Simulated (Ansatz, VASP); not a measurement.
One calculation of NaCl, two programs

INCAR

```
SYSTEM = NaCl
  PREC = Accurate
  ENCUT = 520
  EDIFF = 1E-6
  ISMEAR = 0
  SIGMA = 0.05
  LREAL = .FALSE.
  LASPH = .TRUE.
  NELM = 60
  ALGO = Normal
  ISIF = 2
  LWAVE = .FALSE.
  LCHARG = .FALSE.
  GGA = PE
  NBANDS = 14
```

Contents of KPOINTS:

```
regular mesh
0
G
  8 8 8
  0 0 0
```

File POSCAR:

```
NaCl
1.0
    0.0000000000      3.0582900000      2.6052100000
    3.0582900000      0.0000000000      2.6052100000
    3.0582900000      3.0582900000      0.0000000000
Na Cl
1 1
Direct
    0.0000000000      0.0000000000      0.0000000000
    0.5000000000      0.5000000000      0.5000000000
```

Input for Ansatz:

```yaml
crystal:
  lattice:
    - [0.0, 3.05829, 2.60521]
    - [3.05829, 0.0, 2.60521]
    - [3.05829, 3.05829, 0.0]
  atoms:
    - { symbol: Na, position: [0.0, 0.0, 0.0] }
    - { symbol: Cl, position: [0.5, 0.5, 0.5] }
basis:
  ecutwfc: 420
kpoints:
  mp_grid: { grid: [8, 8, 8] }
hamiltonian:
  xc: pbe
scf:
  occupations: { method: gaussian, width: 0.05 }
output:
  forces: true
  stress: true
  eigenvalues: true
```

Change from the starting cell: strain +0.080 along x and y, -0.080 along z, atoms carried along.

Alike in both runs: task single point; functional PBE; k mesh 8 × 8 × 8; occupations gaussian, width 0.05 eV; no spin polarisation.

|  | VASP | Ansatz |
| --- | --- | --- |
| version | VASP 6.6.1 | Ansatz 0.2.0 |
| potentials or method | VASP PAW PBE potentials, release 64 (Na_pv, Cl), cutoff 520 eV | scalar-relativistic, plane waves, PAW |
| valence electrons in the cell | 14 | 16 |

```tsv
	VASP	Ansatz	Ansatz less VASP
gap on the k mesh at the Fermi level (eV)	4.79	4.79	+0.001
least direct gap on the mesh (eV)	4.79	4.79	+0.001
pressure (GPa)	0.3	0.4	+0.02
traceless stress, the component that is largest in VASP (GPa)	4.28	4.24	-0.044
```

VASP's potentials hold 14 valence electrons a cell and Ansatz's 16, so a difference there can come from the potentials and not from the codes.
